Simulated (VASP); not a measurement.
Input of a VASP 6.6.1 run:

The input INCAR:

```
ALGO = Normal
EDIFF = 1E-7
EDIFFG = -0.01
ENCUT = 600
GGA = PE
IBRION = 2
ISIF = 3
ISMEAR = 0
LASPH = True
LCHARG = False
LREAL = False
LWAVE = False
NELM = 100
NSW = 100
PREC = Accurate
SIGMA = 0.1
```

Contents of KPOINTS:

```
k-points
0
Gamma
  12 12 12
```

Contents of POSCAR:

```
Ga2P
1.0
    3.7653001753      0.0000000000      0.0000000000
    0.0000000000      3.7653001753      0.0000000000
    0.0000000000      0.0000000000      4.2900473779
Ga P
2 1
Direct
    0.5000000000      0.0000000000      0.6465292808
    0.0000000000      0.5000000000      0.3534707192
    0.0000000000      0.0000000000      0.0000000000
```

Potentials or basis: VASP PAW PBE potentials, release 64 (Ga_d, P).

Run with:

```sh
$ cat potpaw_PBE.64/Ga_d/POTCAR potpaw_PBE.64/P/POTCAR > POTCAR
$ mpirun -np 1 vasp_std > vasp.out
```

Q: Predict the space group after relaxing (to 0.1 Å).

A: P-4m2 (No. 115).

Q: What does it give for the band gap on the k mesh?

A: Zero (an odd number of electrons rules out a gap without spin polarisation).

Q: What does it give for the relaxed volume?

A: 20.10 Å³/atom.

Final structure:
```
Ga P
1.0
     3.70898    0.00000    0.00000
     0.00000    3.70898    0.00000
     0.00000    0.00000    4.38318
Ga P
2 1
Direct
  0.50000 0.00000 0.64890
  0.00000 0.50000 0.35110
  0.00000 0.00000 0.00000
```
